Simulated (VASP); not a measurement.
Runs of VASP 6.6.1 on TiCo3. The structure is that of space group Pm-3m (No. 221), or close to it. The cells are those of the table. 

```csv
task,cell,k mesh,cutoff (eV),gap on the mesh (eV),pressure (GPa),moment (μB)
single point,"a = 3.493 Å, 4 atoms",12 × 12 × 12,520,none,6.8,0.47
relaxation of cell and atoms,"relaxed to 5 GPa from a = 3.504 Å, 4 atoms",12 × 12 × 12,600,none,5.1,0.52
single point,"a = 3.642 Å, 4 atoms",12 × 12 × 12,520,none,(a),0.00
single point,"a = 3.528 Å, 4 atoms",12 × 12 × 12,520,none,(b),0.69
single point,"a = 3.493, b = 3.493, c = 3.568 Å, 4 atoms",14 × 14 × 14,520,none,1.3,0.50
relaxation of cell and atoms,"relaxed to -2 GPa from a = 3.551 Å, 4 atoms",12 × 12 × 12,600,none,-2.1,0.72
single point,"a = 3.564, b = 3.564, c = 3.507 Å, 4 atoms",14 × 14 × 14,520,none,-3.9,0.62
```

Alike in all rows: level PBEsol; potentials or basis VASP PAW PBE potentials, release 64 (Ti_sv, Co); spin collinear, ferromagnetic start; smearing gaussian 0.1 eV.

Task: Fill in the values left out.

Result: (a) -19.1; (b) -0.7.

Caveats: the PAW data sets were made with another functional, which shifts forces and pressure a little; the cell is relaxed towards a set pressure, so the run minimises the enthalpy, not the energy (at least some runs); the cell stands under tension (at least some runs); the cell stands under pressure (at least some runs).

A gap of «none» marks levels without a gap at the run's occupations.
